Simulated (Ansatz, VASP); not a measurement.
**ZrB2 in VASP and in Ansatz**

```xyz
3
Lattice="3.1700 0.0000 0.0000 -1.5850 2.7453 0.0000 0.0000 0.0000 3.5330" Properties=species:S:1:pos:R:3 pbc="T T T"
Zr    0.0000    0.0000    0.0000
B     1.5850    0.9151    1.7665
B     0.0000    1.8302    1.7665
```

Alike in both runs: task relaxation of cell and atoms; functional PBEsol; k mesh 10 × 10 × 8; occupations fermi-dirac, width 0.05 eV; no spin polarisation.

```csv
,VASP,Ansatz
version,VASP 6.6.1,Ansatz 0.2.0
potentials or method,"VASP PAW PBE potentials, release 64 (Zr_sv, B), cutoff 600 eV","all-electron LAPW, scalar-relativistic"
```

```tsv
	VASP	Ansatz	Ansatz less VASP
relaxed volume (Å³/atom)	10.09	10.08	-0.010
relaxed cell length with the largest relative difference (Å)	3.155	3.154	-0.0011
```

VASP's potentials were made for PBE, not for PBEsol. Ansatz ran all-electron here, and VASP with PAW potentials.
